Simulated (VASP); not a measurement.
# Ni (Im-3m) in VASP: further runs

The runs below take Ni through single point, with PBE+D4+U, revPBE+D3(BJ)+U, PBE+D3(BJ)+U.

Everything below comes from runs of VASP 6.6.1. Logs are shortened: lines on timing, memory, paths and dates and some standing lists are left out, and cuts for length are marked.

## 1. The cell of the first run

The structure is cubic, space group Im-3m (No. 229). The conventional cell has a = 2.767 Å, b = 2.767 Å, c = 2.767 Å, α = 90.00°, β = 90.00°, γ = 90.00°. Ni (site symmetry m-3m) has 14 Ni at 2.40 to 2.77 Å within 3.2 Å.

## 2. Single point, PBE+D4+U, collinear spin, ferromagnetic start

INCAR reads:

```
  ALGO = Normal
  EDIFF = 1E-6
  ENCUT = 520
  GGA = PE
  ISIF = 2
  ISMEAR = -5
  ISPIN = 2
  IVDW = 13
  LASPH = T
  LCHARG = F
  LDAU = T
  LDAUJ = 0
  LDAUL = 2
  LDAUPRINT = 1
  LDAUTYPE = 2
  LDAUU = 1
  LMAXMIX = 4
  LORBIT = 11
  LREAL = F
  LWAVE = F
  MAGMOM = 1
  NBANDS = 15
  NELM = 150
  PREC = Accurate
  SIGMA = 0.05
```

KPOINTS reads:

```
k-points
0
Gamma
  13 13 13
```

POSCAR reads:

```
Ni
1.0
   -1.3837154700      1.3837154700      1.3837154700
    1.3837154700     -1.3837154700      1.3837154700
    1.3837154700      1.3837154700     -1.3837154700
Ni
1
Direct
    0.0000000000      0.0000000000      0.0000000000
```

Potentials or basis: VASP PAW PBE potentials, release 64 (Ni).

Command:

```
> cat potpaw_PBE.64/Ni/POTCAR > POTCAR
> mpirun -np 1 vasp_std > vasp.out
```

OUTCAR:

```text
EDIFF = 1E-6
   ENCUT = 520
   GGA = PE
   ISIF = 2
   ISMEAR = -5
   ISPIN = 2
   IVDW = 13
   LASPH = T
   LORBIT = 11
   LREAL = F
   NELM = 150
   PREC = Accurate

 ion  position               nearest neighbor table
   1  0.000  0.000  0.000-

  LATTYP: Found a body centered cubic cell.
 ALAT       =     2.7674309400

  Lattice vectors:

 A1 = (  -1.3837154700,   1.3837154700,   1.3837154700)
 A2 = (   1.3837154700,  -1.3837154700,   1.3837154700)
 A3 = (   1.3837154700,   1.3837154700,  -1.3837154700)

Analysis of symmetry for initial positions (statically):
=====================================================================
 Subroutine PRICEL returns:
 Original cell was already a primitive cell.

 Routine SETGRP: Setting up the symmetry group for a
 body centered cubic supercell.

 Subroutine GETGRP returns: Found 48 space group operations
 (whereof 48 operations were pure point group operations)
 out of a pool of 48 trial point group operations.

The static configuration has the point symmetry O_h .

Analysis of symmetry for dynamics (positions and initial velocities):
=====================================================================
 Subroutine PRICEL returns:
 Original cell was already a primitive cell.

 Routine SETGRP: Setting up the symmetry group for a
 body centered cubic supercell.

 Subroutine GETGRP returns: Found 48 space group operations
 (whereof 48 operations were pure point group operations)
 out of a pool of 48 trial point group operations.

The dynamic configuration has the point symmetry O_h .

Analysis of structural, dynamic, and magnetic symmetry:
=====================================================================
 Subroutine PRICEL returns:
 Original cell was already a primitive cell.

 Routine SETGRP: Setting up the symmetry group for a
 body centered cubic supercell.

 Subroutine GETGRP returns: Found 48 space group operations
 (whereof 48 operations were pure point group operations)
 out of a pool of 48 trial point group operations.

The overall configuration has the point symmetry O_h .

 Subroutine INISYM returns: Found 48 space group operations
 (whereof 48 operations are pure point group operations),
[... 164 lines left out ...]
  o =  0.8662  v =  0.0000  0.0000  0.0000  0.0000  0.0000  0.0000  0.0000 -0.0295  0.0000 -0.9996      0.0000  0.0000  0.0000  0.0000  0.0000  0.0000  0.0000  0.0000  0.0000  0.0000
  o =  0.8662  v =  0.0000  0.0000  0.0000  0.0000  0.0000  0.0000 -0.0000  0.9996 -0.0000 -0.0295      0.0000  0.0000  0.0000  0.0000  0.0000  0.0000  0.0000  0.0000  0.0000  0.0000
  o =  0.8974  v =  0.0000 -0.1326 -0.0000  0.9912  0.0000  0.0000  0.0000  0.0000  0.0000  0.0000      0.0000  0.0000  0.0000  0.0000  0.0000  0.0000  0.0000  0.0000  0.0000  0.0000
  o =  0.8974  v =  1.0000  0.0000  0.0000  0.0000  0.0000  0.0000  0.0000  0.0000  0.0000  0.0000      0.0000  0.0000  0.0000  0.0000  0.0000  0.0000  0.0000  0.0000  0.0000  0.0000
  o =  0.8974  v =  0.0000 -0.9912 -0.0000 -0.1326  0.0000  0.0000  0.0000  0.0000  0.0000  0.0000      0.0000  0.0000  0.0000  0.0000  0.0000  0.0000  0.0000  0.0000  0.0000  0.0000
  o =  0.9028  v =  0.0000 -0.0000  0.1265  0.0000 -0.9920  0.0000  0.0000  0.0000  0.0000  0.0000      0.0000  0.0000  0.0000  0.0000  0.0000  0.0000  0.0000  0.0000  0.0000  0.0000
  o =  0.9028  v =  0.0000  0.0000 -0.9920 -0.0000 -0.1265  0.0000  0.0000  0.0000  0.0000  0.0000      0.0000  0.0000  0.0000  0.0000  0.0000  0.0000  0.0000  0.0000  0.0000  0.0000

 number of electron      10.0000004 magnetization       0.5343752

 Free energy of the ion-electron system (eV)
  ---------------------------------------------------
  ext. energy  EPLUGINS =         0.00000000
  ---------------------------------------------------
  free energy    TOTEN  =        -4.72249184 eV

  energy without entropy =       -4.72249184  energy(sigma->0) =       -4.72249184

 E-fermi :   9.4779     XC(G=0): -13.3852

 val. band max:        9.4810466686   @ k =  -0.4615   0.4615   0.3846
 cond. band min:       9.3599538911   @ k =  -0.3846   0.3846   0.0769
 fundamental gap:     -0.1210927775
 Fermi energy:         9.4778659650

 spin component 1

 k-point     1 :       0.0000    0.0000    0.0000
  band No.  band energies     occupation
      1       0.5729      1.00000
      2       6.9837      1.00000
      3       6.9837      1.00000
      4       6.9837      1.00000
      5       8.4977      1.00000
      6       8.4978      1.00000
      7      36.3672      0.00000
      8      36.3672      0.00000
      9      36.3672      0.00000
     10      41.1512      0.00000
     11      41.1512      0.00000
     12      42.6930      0.00000
[... 841 lines left out ...]
      4       8.9165      1.00000
      5       9.0571      1.00000
      6       9.9909     -0.03882
      7      23.0686      0.00000
      8      27.5999      0.00000
      9      29.1686      0.00000
     10      37.7475      0.00000
     11      41.4235      0.00000
     12      44.1772      0.00000
     13      46.1602      0.00000
     14      49.7065      0.00000
     15      52.8142      0.00000

 [... further k-points ...]

------------------------ aborting loop because EDIFF is reached ----------------------------------------

  DFT-D4 for vdW energy calculation

  Edisp (eV):   -0.46599

  FORCE on cell =-STRESS in cart. coord.  units (eV):
  Direction    XX          YY          ZZ          XY          YZ          ZX
  --------------------------------------------------------------------------------------
  -------------------------------------------------------------------------------------
  Total      -0.10965    -0.10965    -0.10965     0.00000    -0.00000     0.00000
  in kB     -16.57735   -16.57735   -16.57735     0.00000    -0.00000     0.00000
  external pressure =      -16.58 kB  Pullay stress =        0.00 kB

 VOLUME and BASIS-vectors are now :
 -----------------------------------------------------------------------------
  energy-cutoff  :      520.00
  volume of cell :       10.60
      direct lattice vectors                 reciprocal lattice vectors
    -1.383715470  1.383715470  1.383715470     0.000000000  0.361345964  0.361345964
     1.383715470 -1.383715470  1.383715470     0.361345964  0.000000000  0.361345964
     1.383715470  1.383715470 -1.383715470     0.361345964  0.361345964  0.000000000

 POSITION                                       TOTAL-FORCE (eV/Angst)
 -----------------------------------------------------------------------------------
      0.00000      0.00000      0.00000        -0.000000     -0.000000     -0.000000
 -----------------------------------------------------------------------------------
    total drift:                                0.000000      0.000000      0.000000

  FREE ENERGIE OF THE ION-ELECTRON SYSTEM (eV)
  ---------------------------------------------------
  free  energy   TOTEN  =        -5.1884860239 eV

  energy  without entropy=       -5.1884860239  energy(sigma->0) =       -5.18848602

 total charge

# of ion       s       p       d       tot
------------------------------------------
    1        0.497   0.493   8.395   9.386

 magnetization (x)

# of ion       s       p       d       tot
------------------------------------------
    1       -0.007  -0.022   0.575   0.545
```

OSZICAR:

```text
N       E                     dE             d eps       ncg     rms          rms(c)
DAV:   1     0.356337336504E+02    0.35634E+02   -0.42023E+03  5261   0.878E+02
DAV:   2    -0.398723755339E+01   -0.39621E+02   -0.37017E+02  5747   0.167E+02
DAV:   3    -0.555677950004E+01   -0.15695E+01   -0.15544E+01  6167   0.321E+01
DAV:   4    -0.556606562382E+01   -0.92861E-02   -0.92864E-02  6098   0.239E+00
DAV:   5    -0.556616166820E+01   -0.96044E-04   -0.96086E-04  6330   0.215E-01    0.970E+00
DAV:   6    -0.497918197177E+01    0.58698E+00   -0.10584E+01  7245   0.360E+01    0.518E+00
DAV:   7    -0.473600636959E+01    0.24318E+00   -0.17414E+00  6846   0.135E+01    0.199E+00
DAV:   8    -0.472439556514E+01    0.11611E-01   -0.21082E-02  6471   0.103E+00    0.918E-01
DAV:   9    -0.472280202338E+01    0.15935E-02   -0.13489E-03  7900   0.252E-01    0.251E-01
DAV:  10    -0.472245242889E+01    0.34959E-03   -0.68172E-04  7946   0.188E-01    0.492E-02
DAV:  11    -0.472249705261E+01   -0.44624E-04   -0.14495E-05  6031   0.406E-02    0.242E-02
DAV:  12    -0.472249109083E+01    0.59618E-05   -0.23254E-06  6654   0.153E-02    0.410E-03
DAV:  13    -0.472249183617E+01   -0.74534E-06   -0.98344E-08  3724   0.350E-03
   1 F= -.51884860E+01 E0= -.51884860E+01  d E =0.000000E+00  mag=     0.5344
```

It took 63 s on 1 thread of Intel Xeon 6975P-C, shared host; peak memory 0.15 GiB.

What came out:

* Free energy: -5.1885 eV
* Pressure: -1.7 GPa
* Net moment: 0.53 μB per cell
* Site moments: Ni +0.55 μB
* Valence electrons inside the program's atomic spheres: Ni 9.39
* Dispersion energy per atom: -0.466 eV

Eigenvalues of the final occupation matrices:
| site | spin | trace | eigenvalues |
| --- | --- | --- | --- |
| site 1 d | 1 | 4.50 | 0.90 0.90 0.90 0.90 0.90 |
| site 1 d | 2 | 3.92 | 0.73 0.73 0.73 0.87 0.87 |

Caveat: pairwise dispersion overbinds metals, which lowers pressure and volume; the U is typed as a test and isn't derived for this compound; tetrahedron occupations give inexact forces and stress in metals. The state reached can hang on the start; a lower one may exist.

## 3. Single point, revPBE+D3(BJ)+U, collinear spin, ferromagnetic start

INCAR reads:

```
PREC = Accurate ; ENCUT = 520
EDIFF = 1E-7 ; ISMEAR = -5
SIGMA = 0.05 ; LREAL = False
LASPH = True ; NELM = 150
ALGO = Normal ; ISIF = 2
LWAVE = False ; LCHARG = False
ISPIN = 2 ; MAGMOM = 1
LORBIT = 11 ; LMAXMIX = 4
LDAU = True ; LDAUTYPE = 2
LDAUL = 2 ; LDAUU = 5
LDAUJ = 0 ; LDAUPRINT = 1
GGA = RE ; IVDW = 12
NBANDS = 15
```

KPOINTS reads:

```
Automatic mesh
0
Gamma
  13 13 13
```

POSCAR is that of step 2.

Potentials or basis: VASP PAW PBE potentials, release 64 (Ni).

Command:

```
> cat potpaw_PBE.64/Ni/POTCAR > POTCAR
> mpirun -np 1 vasp_std > vasp.out
```

Run time: 74 s. Hardware: 1 thread of Intel Xeon 6975P-C, shared host; peak memory 0.16 GiB.

Results (log left out):

```yaml
Free_energy: -2.8543 eV
Pressure: -12.9 GPa
Net_moment: 0.64 μB per cell
Site_moments: Ni +0.67 μB
Valence_electrons_inside_the_program's_atomic_spheres: Ni 9.48
Dispersion_energy_per_atom: -0.917 eV
```

Levels at points of the mesh, in eV from the Fermi level:
Spin up:
```tsv
k point	band 2	band 3	band 4	band 5	band 6	band 7	band 8	band 9
(0.00, 0.00, 0.00)	-3.49	-3.49	-3.49	-1.81	-1.81	27.44	27.44	27.44
```
Spin down:
```tsv
k point	band 3	band 4	band 5	band 6	band 7	band 8
(0.00, 0.00, 0.00)	-1.39	-1.39	-1.34	-1.34	27.16	27.16
```

Eigenvalues of the final occupation matrices:
```csv
site,spin,trace,eigenvalues
site 1 d,1,4.66,0.93 0.93 0.93 0.93 0.93
site 1 d,2,3.93,0.70 0.70 0.70 0.92 0.92
```

Caveat: three body term missing; the PAW data sets were made with another functional, which shifts forces and pressure a little; pairwise dispersion overbinds metals, which lowers pressure and volume; the U is typed as a test and isn't derived for this compound; tetrahedron occupations give inexact forces and stress in metals.

(Part 1 of 2 ends here.)
